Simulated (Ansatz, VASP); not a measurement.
## RbAgPd: VASP beside Ansatz

```
Rb Pd Ag
1.0
     3.94076    6.82560    0.00000
    -3.94076    6.82560    0.00000
     0.00000    0.00000    3.86363
Rb Pd Ag
3 3 3
Direct
  0.24500 0.75500 0.00000
  0.75500 0.00000 0.00000
  0.00000 0.24500 0.00000
  0.00000 0.00000 0.50000
  0.33330 0.33340 0.00000
  0.66670 0.66660 0.00000
  0.58500 0.41500 0.50000
  0.41500 0.00000 0.50000
  0.00000 0.58500 0.50000
```

Alike in both runs: task single point; functional LDA; k mesh 3 × 3 × 5; no spin polarisation.

```csv
,VASP,Ansatz
version,VASP 6.6.1,Ansatz 0.2.0
potentials or method,"VASP PAW LDA potentials, release 64 (Rb_sv, Pd, Ag), cutoff 520 eV",PAW plane waves
occupations,"fermi-dirac, width 0.1 eV",fermi-dirac
valence electrons in the cell,90,138
```

|  | VASP | Ansatz | Ansatz less VASP |
| --- | --- | --- | --- |
| gap on the k mesh at the Fermi level (eV) | none | none | - |
| pressure (GPa) | -0.9 | -1.3 | -0.37 |
| traceless stress, the component that is largest in VASP (GPa) | -0.86 | -0.91 | -0.051 |
| rms of the force components (eV/Å) | 0.516 | 0.494 | -0.0212 |

LDA's correlation is that of Perdew and Zunger in VASP and of Perdew and Wang (1992) in Ansatz. Atom by atom the forces differ by 0.022 eV/Å (rms over components). A gap of «none» marks a metal or a gap that the smearing closes. VASP's potentials hold 90 valence electrons a cell and Ansatz's 138, so a difference there can come from the potentials and not from the codes. Ansatz's warnings: structure snapped to symmetry.
